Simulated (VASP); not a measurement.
# Ag (I4/mmm) in VASP: further runs

Ag is run at these levels: PBEsol; tasks: single point.

Program: VASP 6.6.1. These are calculated values, not measurements. Logs are shortened: lines on timing, memory, paths and dates and some standing lists are left out, and cuts for length are marked.

## (1) The cell of the first run

Symmetry: I4/mmm, No. 139, tetragonal system. The conventional cell has a = 3.311 Å, b = 3.311 Å, c = 2.939 Å, α = 90.00°, β = 90.00°, γ = 90.00°. Ag (site symmetry 4/mmm) has 14 Ag at 2.76 to 3.31 Å within 3.6 Å.

## (2) Single point, PBEsol (strain -0.1125 x Voigt [0, 0, 1, 0, 0, 0])

INCAR

```
SYSTEM = Ag
  PREC = Accurate
  ENCUT = 520
  EDIFF = 1E-6
  ISMEAR = 0
  SIGMA = 0.15
  LREAL = .FALSE.
  LASPH = .TRUE.
  NELM = 80
  ALGO = Fast
  ISIF = 2
  LWAVE = .FALSE.
  LCHARG = .FALSE.
  GGA = PS
  NBANDS = 12
```

KPOINTS

```
Automatic mesh
0
G
  20 20 20
  0 0 0
```

POSCAR

```
Ag
1.0
   -1.6556540000      1.6556540000      1.4693929250
    1.6556540000     -1.6556540000      1.4693929250
    1.6556540000      1.6556540000     -1.4693929250
Ag
1
Direct
    0.0000000000      0.0000000000      0.0000000000
```

Potentials or basis: VASP PAW PBE potentials, release 64 (Ag).

Run with:

```sh
$ cat potpaw_PBE.64/Ag/POTCAR > POTCAR
$ mpirun -np 1 vasp_std > vasp.out
```

OUTCAR:

```text
SYSTEM = Ag
   PREC = Accurate
   ENCUT = 520
   EDIFF = 1E-6
   ISMEAR = 0
   LREAL = .FALSE.
   LASPH = .TRUE.
   NELM = 80
   ISIF = 2
   GGA = PS

 ion  position               nearest neighbor table
   1  0.000  0.000  0.000-

  LATTYP: Found a body centered tetragonal cell.
 ALAT       =     3.3113080000
 C/A-ratio  =     0.8875000000

  Lattice vectors:

 A1 = (  -1.6556540000,   1.6556540000,   1.4693929250)
 A2 = (   1.6556540000,  -1.6556540000,   1.4693929250)
 A3 = (   1.6556540000,   1.6556540000,  -1.4693929250)

Analysis of symmetry for initial positions (statically):
=====================================================================
 Subroutine PRICEL returns:
 Original cell was already a primitive cell.

 Routine SETGRP: Setting up the symmetry group for a
 body centered tetragonal supercell.

 Subroutine GETGRP returns: Found 16 space group operations
 (whereof 16 operations were pure point group operations)
 out of a pool of 16 trial point group operations.

The static configuration has the point symmetry D_4h.

Analysis of symmetry for dynamics (positions and initial velocities):
=====================================================================
 Subroutine PRICEL returns:
 Original cell was already a primitive cell.

 Routine SETGRP: Setting up the symmetry group for a
 body centered tetragonal supercell.

 Subroutine GETGRP returns: Found 16 space group operations
 (whereof 16 operations were pure point group operations)
 out of a pool of 16 trial point group operations.

The dynamic configuration has the point symmetry D_4h.

 Subroutine INISYM returns: Found 16 space group operations
 (whereof 16 operations are pure point group operations),
 and found     1 'primitive' translations

----------------------------------------------------------------------------------------

                                     Primitive cell

  volume of cell :      16.1115

  direct lattice vectors                    reciprocal lattice vectors
    -1.655654000  1.655654000  1.469392925     0.000000000  0.301995465  0.340276581
     1.655654000 -1.655654000  1.469392925     0.301995465  0.000000000  0.340276581
     1.655654000  1.655654000 -1.469392925     0.301995465  0.301995465  0.000000000

  length of vectors
     2.764325578  2.764325578  2.764325578     0.454960891  0.454960891  0.427086083

  position of ions in fractional coordinates (direct lattice)
     0.000000000  0.000000000  0.000000000

  ion indices of the primitive-cell ions
   primitive index   ion index
                 1           1

----------------------------------------------------------------------------------------

 KPOINTS: Automatic mesh

Automatic generation of k-mesh.
 Grid dimensions read from file:
 generate k-points for:   20   20   20

 Generating k-lattice:

  Cartesian coordinates                     Fractional coordinates (reciprocal lattice)
     0.000000000  0.015099773  0.017013829     0.050000000  0.000000000  0.000000000
     0.015099773  0.000000000  0.017013829     0.000000000  0.050000000  0.000000000
     0.015099773  0.015099773  0.000000000     0.000000000  0.000000000  0.050000000

  Length of vectors
     0.022748045  0.022748045  0.021354304

  Shift w.r.t. Gamma in fractional coordinates (k-lattice)
     0.000000000  0.000000000  0.000000000

 Subroutine IBZKPT returns following result:
 ===========================================

 Found    641 irreducible k-points:

 Following reciprocal coordinates:
            Coordinates               Weight
  0.000000  0.000000  0.000000      1.000000
  0.050000  0.000000  0.000000      8.000000
  0.100000 -0.000000  0.000000      8.000000
  0.150000 -0.000000  0.000000      8.000000
  0.200000 -0.000000  0.000000      8.000000
  0.250000 -0.000000  0.000000      8.000000
[... 16 lines left out ...]
 -0.400000  0.050000 -0.000000     16.000000
 -0.350000  0.050000 -0.000000     16.000000
 [... further k-points ...]
   k-points           NKPTS =    641   k-points in BZ     NKDIM =    641   number of bands    NBANDS=     12
   number of dos      NEDOS =    301   number of ions     NIONS =      1
   total plane-waves  NPLWV =  13824
   dimension x,y,z NGX =    24 NGY =   24 NGZ =   24
   dimension x,y,z NGXF=    48 NGYF=   48 NGZF=   48
   ions per type =               1
   NGX,Y,Z   is equivalent  to a cutoff of  14.43, 14.43, 14.43 a.u.
   NGXF,Y,Z  is equivalent  to a cutoff of  28.87, 28.87, 28.87 a.u.
 SYSTEM =  Ag
   PREC   = accura    normal or accurate (medium, high low for compatibility)
   ISTART =      0    job   : 0-new  1-cont  2-samecut
   ICHARG =      2    charge: 1-file 2-atom 10-const
   ISPIN  =      1    spin polarized calculation?
   LNONCOLLINEAR =      F non collinear calculations
   LSORBIT =      F    spin-orbit coupling
   LASPH  =      T    aspherical Exc in radial PAW
   ENCUT  =  520.0 eV  38.22 Ry    6.18 a.u.   5.14  5.14  5.14*2*pi/ulx,y,z
   NELM   =     80;   NELMIN=  2; NELMDL= -5     # of ELM steps
   EDIFF  = 0.1E-05   stopping-criterion for ELM
   LREAL  =      F    real-space projection
   EDIFFG = 0.1E-04   stopping-criterion for IOM
   NSW    =      0    number of steps for IOM
   IBRION =     -1    ionic relax: 0-MD 1-quasi-New 2-CG
   NFREE  =      0    steps in history (QN), initial steepest desc. (CG)
   ISIF   =      2    stress and relaxation
   ISYM   =      2    0-nonsym 1-usesym 2-fastsym
   POTIM  = 0.5000    time-step for ionic-motion
   TEBEG  =    0.0;   TEEND  =   0.0 temperature during run
   PSTRESS=    0.0 pullay stress
   NELECT =      11.0000    total number of electrons
   NUPDOWN=      -1.0000    fix difference up-down
   EMIN   =  10.00;   EMAX   =-10.00  energy-range for DOS
   EFERMI =   0.00;   METHOD = LEGACY
   ISMEAR =     0;   SIGMA  =   0.15  broadening in eV -4-tet -1-fermi 0-gaus
   EFERMI_NEDOS =   21; number of points for ismear=-14 and -15
   IALGO  =     68    algorithm
   IMIX   =      4    mixing-type and parameters
     AMIX     =   0.40;   BMIX     =  1.00
     AMIX_MAG =   1.60;   BMIX_MAG =  1.00
  volume/ion in A,a.u.               =      16.11       108.73
  Fermi-wavevector in a.u.,A,eV,Ry     =   1.441540  2.724116 28.273417  2.078038
  Thomas-Fermi vector in A             =   2.560161
   LORBIT       =      0    0 simple, 1 ext, 2 COOP (PROOUT), +10 PAW based schemes
   GGA     = PS    functional components
   LHFCALC =     F    Hartree Fock is set to
   AEXX    =    0.0000 exact exchange contribution
   IVDW    =     0    specifies the selected vdW correction
   LEPSILON=     F    determine dielectric tensor
   LRPA    =     F    only Hartree local field effects (RPA)
 non-spin polarized calculation
 RMM-DIIS sequential band-by-band and
 Gauss-broadening in eV      SIGMA  =   0.15
  energy-cutoff  :      520.00
  volume of cell :       16.11
 maximum number of plane-waves:       458
 NGX is ok and might be reduce to    24
   NGX = 11   NGY = 11   NGZ = 11

 number of electron      11.0000000 magnetization

 Free energy of the ion-electron system (eV)
  ---------------------------------------------------
  ext. energy  EPLUGINS =         0.00000000
  ---------------------------------------------------
  free energy    TOTEN  =        -3.26298366 eV

  energy without entropy =       -3.25861148  energy(sigma->0) =       -3.26079757

 E-fermi :   9.0811     XC(G=0): -12.7511

 val. band max:        9.0793253871   @ k =   0.2500   0.1500   0.1000
 cond. band min:       9.0850557163   @ k =   0.5000  -0.0000   0.0000
 fundamental gap:      0.0057303293
 Fermi energy:         9.0810616635

 k-point     1 :       0.0000    0.0000    0.0000
  band No.  band energies     occupation
      1       0.7910      2.00000
      2       3.5502      2.00000
      3       4.2138      2.00000
      4       4.2138      2.00000
      5       4.9269      2.00000
      6       5.6970      2.00000
      7      26.3520      0.00000
      8      26.3520      0.00000
      9      28.9110      0.00000
     10      33.4927      0.00000
     11      33.4931      0.00000
     12      33.6335      0.00000

 k-point     2 :       0.0500    0.0000    0.0000
  band No.  band energies     occupation
      1       0.8826      2.00000
      2       3.5697      2.00000
      3       4.2083      2.00000
      4       4.2187      2.00000
      5       4.9385      2.00000
      6       5.6726      2.00000
      7      26.3328      0.00000
      8      26.4224      0.00000
      9      28.6530      0.00000
     10      32.4261      0.00000
     11      32.9550      0.00000
     12      33.6726      0.00000

 k-point     3 :       0.1000   -0.0000    0.0000
  band No.  band energies     occupation
      1       1.1503      2.00000
      2       3.5989      2.00000
      3       4.1892      2.00000
      4       4.2638      2.00000
      5       4.9795      2.00000
      6       5.6089      2.00000
      7      26.2147      0.00000
      8      26.6194      0.00000
      9      27.8150      0.00000
     10      31.5437      0.00000
     11      31.7943      0.00000
     12      32.8270      0.00000
[... 286 lines left out ...]
 k-point    23 :      -0.4000    0.0500   -0.0000
  band No.  band energies     occupation
      1       2.4642      2.00000
      2       3.0260      2.00000
      3       5.3411      2.00000
      4       5.5784      2.00000
      5       5.8649      2.00000
      6       7.0683      2.00000
      7      17.3465      0.00000
      8      22.4673      0.00000
      9      23.9187      0.00000
     10      29.0923      0.00000
     11      30.5749      0.00000
     12      35.0748      0.00000

 k-point    24 :      -0.3500    0.0500   -0.0000
  band No.  band energies     occupation
      1       2.5608      2.00000
      2       3.1456      2.00000
      3       5.1675      2.00000
      4       5.3749      2.00000
      5       5.5133      2.00000
      6       6.1556      2.00000
      7      19.3478      0.00000
      8      23.0541      0.00000
      9      24.8056      0.00000
     10      28.8561      0.00000
     11      30.6222      0.00000
     12      34.9567      0.00000

 [... further k-points ...]
[... 5 lines left out ...]
  --------------------------------------------------------------------------------------
  -------------------------------------------------------------------------------------
  Total        0.5135400      0.5135400      0.5803991      0.0000000      0.0000000      0.0000000
  in kB       51.0678711     51.0678711     57.7165274      0.0000000      0.0000000      0.0000000
  external PRESSURE =      53.2840899 kB  Pullay stress =       0.0000000 kB

 VOLUME and BASIS-vectors are now :
 -----------------------------------------------------------------------------
  energy-cutoff  :      520.00
  volume of cell :       16.11
      direct lattice vectors                 reciprocal lattice vectors
    -1.655654000  1.655654000  1.469392925     0.000000000  0.301995465  0.340276581
     1.655654000 -1.655654000  1.469392925     0.301995465  0.000000000  0.340276581
     1.655654000  1.655654000 -1.469392925     0.301995465  0.301995465  0.000000000

 POSITION                                       TOTAL-FORCE (eV/Angst)
 -----------------------------------------------------------------------------------
      0.00000      0.00000      0.00000         0.000000      0.000000      0.000000
 -----------------------------------------------------------------------------------
    total drift:                                0.000000     -0.000000      0.000000

  FREE ENERGIE OF THE ION-ELECTRON SYSTEM (eV)
  ---------------------------------------------------
  free  energy   TOTEN  =        -3.2629836625 eV

  energy  without entropy=       -3.2586114763  energy(sigma->0) =       -3.26079757
```

It took 62 s on 1 thread of AMD EPYC 9R45 (Zen 5), shared host; peak memory 0.21 GiB.

Results:

| Item | Value |
| --- | --- |
| Free energy | -3.2630 eV |
| Pressure | 5.3 GPa |

Levels at points of the mesh, in eV from the Fermi level:
```
           k point  band 4  band 5  band 6  band 7  band 8  band 9
(0.00, 0.00, 0.00)   -4.87   -4.15   -3.38   17.27   17.27   19.83
(0.50, 0.00, 0.00)   -3.13   -2.57    0.00    4.97   12.93   14.05
(0.50, 0.50, 0.00)   -3.72   -2.63   -0.78    3.67   14.83   17.05
(0.50, 0.50, 0.50)   -2.87   -2.69    5.82    5.82    9.58   12.37
```

Caveat: the cell differs from its parent crystal (strain -0.1125 x Voigt [0, 0, 1, 0, 0, 0]); the PAW data sets were made with another functional, which shifts forces and pressure a little.

## (3) Single point, PBEsol (strain -0.0750 x Voigt [0, 0, 1, 0, 0, 0])

INCAR

```
ALGO = Fast ; EDIFF = 1E-6
ENCUT = 520 ; GGA = PS
ISIF = 2 ; ISMEAR = 0
LASPH = True ; LCHARG = False
LREAL = False ; LWAVE = False
NBANDS = 12 ; NELM = 80
PREC = Accurate ; SIGMA = 0.15
```

KPOINTS

```
k-points
0
Gamma
  20 20 20
```

POSCAR

```
Ag
1.0
   -1.6556540000      1.6556540000      1.5314799500
    1.6556540000     -1.6556540000      1.5314799500
    1.6556540000      1.6556540000     -1.5314799500
Ag
1
Direct
    0.0000000000      0.0000000000      0.0000000000
```

Potentials or basis: VASP PAW PBE potentials, release 64 (Ag).

Run with:

```sh
$ cat potpaw_PBE.64/Ag/POTCAR > POTCAR
$ mpirun -np 1 vasp_std > vasp.out
```

OUTCAR:

```text
EDIFF = 1E-6
   ENCUT = 520
   GGA = PS
   ISIF = 2
   ISMEAR = 0
   LASPH = True
   LREAL = False
   NELM = 80
   PREC = Accurate

 ion  position               nearest neighbor table
   1  0.000  0.000  0.000-

  LATTYP: Found a body centered tetragonal cell.
 ALAT       =     3.3113080000
 C/A-ratio  =     0.9250000000

  Lattice vectors:

 A1 = (  -1.6556540000,   1.6556540000,   1.5314799500)
 A2 = (   1.6556540000,  -1.6556540000,   1.5314799500)
 A3 = (   1.6556540000,   1.6556540000,  -1.5314799500)

Analysis of symmetry for initial positions (statically):
=====================================================================
 Subroutine PRICEL returns:
 Original cell was already a primitive cell.

 Routine SETGRP: Setting up the symmetry group for a
 body centered tetragonal supercell.

 Subroutine GETGRP returns: Found 16 space group operations
 (whereof 16 operations were pure point group operations)
 out of a pool of 16 trial point group operations.

The static configuration has the point symmetry D_4h.

Analysis of symmetry for dynamics (positions and initial velocities):
=====================================================================
 Subroutine PRICEL returns:
 Original cell was already a primitive cell.

 Routine SETGRP: Setting up the symmetry group for a
 body centered tetragonal supercell.

 Subroutine GETGRP returns: Found 16 space group operations
 (whereof 16 operations were pure point group operations)
 out of a pool of 16 trial point group operations.

The dynamic configuration has the point symmetry D_4h.

 Subroutine INISYM returns: Found 16 space group operations
 (whereof 16 operations are pure point group operations),
 and found     1 'primitive' translations

----------------------------------------------------------------------------------------

                                     Primitive cell

  volume of cell :      16.7923
[... 109 lines left out ...]
  Fermi-wavevector in a.u.,A,eV,Ry     =   1.421790  2.686794 27.504012  2.021488
  Thomas-Fermi vector in A             =   2.542563
   LORBIT       =      0    0 simple, 1 ext, 2 COOP (PROOUT), +10 PAW based schemes
   GGA     = PS    functional components
   LHFCALC =     F    Hartree Fock is set to
   AEXX    =    0.0000 exact exchange contribution
   IVDW    =     0    specifies the selected vdW correction
   LEPSILON=     F    determine dielectric tensor
   LRPA    =     F    only Hartree local field effects (RPA)
 non-spin polarized calculation
 RMM-DIIS sequential band-by-band and
 Gauss-broadening in eV      SIGMA  =   0.15
  energy-cutoff  :      520.00
  volume of cell :       16.79
 maximum number of plane-waves:       472
 NGX is ok and might be reduce to    24
   NGX = 11   NGY = 11   NGZ = 11

 number of electron      11.0000001 magnetization

 Free energy of the ion-electron system (eV)
  ---------------------------------------------------
  ext. energy  EPLUGINS =         0.00000000
  ---------------------------------------------------
  free energy    TOTEN  =        -3.27377400 eV

  energy without entropy =       -3.26983208  energy(sigma->0) =       -3.27180304

 E-fermi :   8.4521     XC(G=0): -12.5023

 val. band max:        8.4461800887   @ k =   0.5000   0.1500   0.0500
 cond. band min:       8.4576757555   @ k =   0.5000   0.3500   0.0000
 fundamental gap:      0.0114956668
 Fermi energy:         8.4520813118

 k-point     1 :       0.0000    0.0000    0.0000
  band No.  band energies     occupation
      1       0.5085      2.00000
      2       3.2612      2.00000
      3       3.6560      2.00000
      4       3.6560      2.00000
      5       4.6180      2.00000
      6       5.0694      2.00000
      7      25.9330      0.00000
      8      25.9330      0.00000
      9      27.4808      0.00000
     10      32.3833      0.00000
     11      32.3838      0.00000
     12      32.7113      0.00000
[... 331 lines left out ...]
 k-point    24 :      -0.3500    0.0500   -0.0000
  band No.  band energies     occupation
      1       2.2094      2.00000
      2       2.8091      2.00000
      3       4.6647      2.00000
      4       4.8220      2.00000
      5       4.9868      2.00000
      6       5.6026      2.00000
      7      18.1183      0.00000
      8      22.4313      0.00000
      9      24.0508      0.00000
     10      27.9471      0.00000
     11      29.6209      0.00000
     12      33.7187      0.00000

 [... further k-points ...]
[... 5 lines left out ...]
  --------------------------------------------------------------------------------------
  -------------------------------------------------------------------------------------
  Total       -0.0076781     -0.0076781     -0.0345042      0.0000000     -0.0000000      0.0000000
  in kB       -0.7325815     -0.7325815     -3.2920946      0.0000000     -0.0000000      0.0000000
  external PRESSURE =      -1.5857526 kB  Pullay stress =       0.0000000 kB

 VOLUME and BASIS-vectors are now :
 -----------------------------------------------------------------------------
  energy-cutoff  :      520.00
  volume of cell :       16.79
      direct lattice vectors                 reciprocal lattice vectors
    -1.655654000  1.655654000  1.531479950     0.000000000  0.301995465  0.326481584
     1.655654000 -1.655654000  1.531479950     0.301995465  0.000000000  0.326481584
     1.655654000  1.655654000 -1.531479950     0.301995465  0.301995465  0.000000000

 POSITION                                       TOTAL-FORCE (eV/Angst)
 -----------------------------------------------------------------------------------
      0.00000      0.00000      0.00000        -0.000000      0.000000      0.000000
 -----------------------------------------------------------------------------------
    total drift:                               -0.000000     -0.000000      0.000000

  FREE ENERGIE OF THE ION-ELECTRON SYSTEM (eV)
  ---------------------------------------------------
  free  energy   TOTEN  =        -3.2737739997 eV

  energy  without entropy=       -3.2698320809  energy(sigma->0) =       -3.27180304
```

OSZICAR:

```text
N       E                     dE             d eps       ncg     rms          rms(c)
DAV:   1     0.516979546586E+02    0.51698E+02   -0.54667E+03 15536   0.829E+02
DAV:   2    -0.278453919495E+01   -0.54482E+02   -0.51490E+02 17988   0.195E+02
DAV:   3    -0.362750950680E+01   -0.84297E+00   -0.84246E+00 17928   0.255E+01
DAV:   4    -0.362997830265E+01   -0.24688E-02   -0.24687E-02 17384   0.145E+00
DAV:   5    -0.362999679552E+01   -0.18493E-04   -0.18492E-04 17812   0.112E-01    0.576E+00
RMM:   6    -0.328772951583E+01    0.34227E+00   -0.51447E-01 15559   0.647E+00    0.343E+00
RMM:   7    -0.327795866569E+01    0.97709E-02   -0.10347E-02 17384   0.115E+00    0.201E+00
RMM:   8    -0.327378821582E+01    0.41704E-02   -0.88657E-04 18015   0.307E-01    0.211E-01
RMM:   9    -0.327377549534E+01    0.12720E-04   -0.12508E-04 18749   0.956E-02    0.591E-02
RMM:  10    -0.327377361311E+01    0.18822E-05   -0.22386E-05 18973   0.370E-02    0.241E-02
RMM:  11    -0.327377399973E+01   -0.38662E-06   -0.58373E-06 16100   0.150E-02
   1 F= -.32737740E+01 E0= -.32718030E+01  d E =-.394192E-02
```

It took 61 s on 1 thread of AMD EPYC 9R45 (Zen 5), shared host; peak memory 0.21 GiB.

What came out:

```yaml
Free_energy: -3.2738 eV
Pressure: -0.2 GPa
```

Caveat: the cell differs from its parent crystal (strain -0.0750 x Voigt [0, 0, 1, 0, 0, 0]); the PAW data sets were made with another functional, which shifts forces and pressure a little.
